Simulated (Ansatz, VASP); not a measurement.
# Two plane-wave programs on MgO2

```
CELL_PARAMETERS angstrom
-1.60476 -2.77953 0.00000
1.60476 -2.77953 0.00000
0.00000 0.00000 10.48194
ATOMIC_POSITIONS crystal
Mg 0.00000 0.00000 0.00000
Mg 0.33333 0.33333 0.33333
Mg 0.66667 0.66667 0.66667
O 0.00000 0.00000 0.42879
O 0.33333 0.33333 0.76212
O 0.66667 0.66667 0.09545
O 0.00000 0.00000 0.57121
O 0.33333 0.33333 0.90455
O 0.66667 0.66667 0.23788
```

Alike in both runs: task single point; functional PBEsol; k mesh 10 × 10 × 3; occupations gaussian, width 0.05 eV; no spin polarisation.

|  | VASP | Ansatz |
| --- | --- | --- |
| version | VASP 6.6.1 | Ansatz 0.2.0 |
| potentials or method | VASP PAW PBE potentials, release 64 (Mg, O), cutoff 520 eV | scalar-relativistic, plane waves, PAW |
| valence electrons in the cell | 42 | 66 |

VASP gave:

| Quantity | Value |
| --- | --- |
| gap on the k mesh at the Fermi level (eV) | 2.27 |
| least direct gap on the mesh (eV) | 2.28 |
| pressure (GPa) | -5.0 |
| traceless stress, the component that is largest in VASP (GPa) | -1.13 |
| rms of the force components (eV/Å) | 0.057 |

Question: Estimate Ansatz's values.

Answer: gap on the k mesh at the Fermi level (eV): 2.30; least direct gap on the mesh (eV): 2.31; pressure (GPa): -4.8; traceless stress, the component that is largest in VASP (GPa): -2.17; rms of the force components (eV/Å): 0.143.

VASP's potentials were made for PBE, not for PBEsol. Atom by atom the forces differ by 0.086 eV/Å (rms over components). The functional is the same, so the differences come from potentials, cutoffs and numerics. VASP's potentials hold 42 valence electrons a cell and Ansatz's 66, so a difference there can come from the potentials and not from the codes.
